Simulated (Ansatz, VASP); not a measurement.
Te2Mo in VASP and in Ansatz

The input INCAR:

```
  ALGO = Normal
  EDIFF = 1E-6
  ENCUT = 520
  GGA = PE
  ISIF = 2
  ISMEAR = -1
  LASPH = T
  LCHARG = F
  LREAL = F
  LWAVE = F
  NBANDS = 35
  NELM = 100
  PREC = Accurate
  SIGMA = 0.05
```

KPOINTS

```
k-points
0
Gamma
  9 9 2
```

The input POSCAR:

```
Te2Mo
1.0
    3.5182000000      0.0000000000      0.0000000000
   -1.7591000000      3.0468505756      0.0000000000
    0.0000000000      0.0000000000     13.9736000000
Te Mo
4 2
Direct
    0.6822110000      0.3500440000      0.3794080000
    0.3326170000      0.6686400000      0.8801280000
    0.6757690000      0.3414140000      0.1238430000
    0.3448300000      0.6749580000      0.6230410000
    0.6528290000      0.3186500000      0.7488880000
    0.3194740000      0.6567010000      0.2524740000
```

input.yaml

```yaml
crystal:
  lattice:
    - [3.5182, 0.0, 0.0]
    - [-1.7591, 3.0468505756, 0.0]
    - [0.0, 0.0, 13.9736]
  atoms:
    - { symbol: Te, position: [0.682211, 0.350044, 0.379408] }
    - { symbol: Te, position: [0.332617, 0.66864, 0.880128] }
    - { symbol: Te, position: [0.675769, 0.341414, 0.123843] }
    - { symbol: Te, position: [0.34483, 0.674958, 0.623041] }
    - { symbol: Mo, position: [0.652829, 0.31865, 0.748888] }
    - { symbol: Mo, position: [0.319474, 0.656701, 0.252474] }
kpoints:
  mp_grid: { grid: [9, 9, 2] }
scf:
  occupations: { method: fermi_dirac, width: 0.05 }
hamiltonian:
  xc: pbe
  pseudopotentials: { kind: all_electron, lapw: { basis_error: 0.001 } }
output:
  forces: true
  stress: true
  eigenvalues: true
  populations: true
```

Change from the starting cell: atoms moved at random, drawn with an rms of 0.05 Å.

Alike in both runs: task single point; functional PBE; k mesh 9 × 9 × 2; occupations fermi-dirac, width 0.05 eV; no spin polarisation.

|  | VASP | Ansatz |
| --- | --- | --- |
| version | VASP 6.6.1 | Ansatz 0.2.0 |
| potentials or method | VASP PAW PBE potentials, release 64 (Te, Mo_sv), cutoff 520 eV | all-electron LAPW, scalar-relativistic |

Ansatz gave:

* gap on the k mesh at the Fermi level (eV): 0.75
* least direct gap on the mesh (eV): 1.02
* pressure (GPa): 3.9
* traceless stress, the component that is largest in VASP (GPa): 1.13
* rms of the force components (eV/Å): 0.581

Problem. What did VASP give for the same quantities?

Solution. gap on the k mesh at the Fermi level (eV): 0.74; least direct gap on the mesh (eV): 1.02; pressure (GPa): 3.9; traceless stress, the component that is largest in VASP (GPa): 1.19; rms of the force components (eV/Å): 0.584.

Atom by atom the forces differ by 0.008 eV/Å (rms over components). Ansatz ran all-electron here, and VASP with PAW potentials.

Neither program's run includes spin-orbit coupling.
